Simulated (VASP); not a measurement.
Si, 2 atoms in the cell. Symmetry: Imma, No. 74, orthorhombic system. Conventional cell: a = 3.816 Å, b = 3.883 Å, c = 5.444 Å, α = 90.00°, β = 90.00°, γ = 90.00°. Si (site symmetry mm2) has 4 Si at 2.34 to 2.37 Å within 3.1 Å.  This cell differs from its parent crystal: strain +0.0175 x Voigt [0, 0, 0, 1, 0, 0].

- Program: VASP 6.6.1
- Task: single point
- Functional: r2SCAN
- Potentials or basis: VASP PAW PBE potentials, release 64 (Si)
- Cutoff: 520 eV
- k mesh: 8 × 8 × 8
- Occupations: gaussian, width 0.05 eV
- Spin: no spin polarisation
- Dipole correction: no
- Further INCAR settings: ALGO = Normal; EDIFF = 1e-06; NBANDS = 11

Potentials or basis: VASP PAW PBE potentials, release 64 (Si).

Run with:

```sh
$ cat potpaw_PBE.64/Si/POTCAR > POTCAR
$ cp INCAR.step1 INCAR
$ mpirun -np 1 vasp_std > vasp.out
$ cp INCAR.step2 INCAR
$ mpirun -np 1 vasp_std > vasp.out
```

Hardware: 1 thread of Intel(R) Xeon(R) Platinum 8488C (Sapphire Rapids), on a shared host.

Problem. Estimate the wall time of this run.

Solution. It took 120 s on 1 thread of Intel(R) Xeon(R) Platinum 8488C (Sapphire Rapids), with other jobs on the host, peak memory 0.18 GiB. Counts: k points 95.
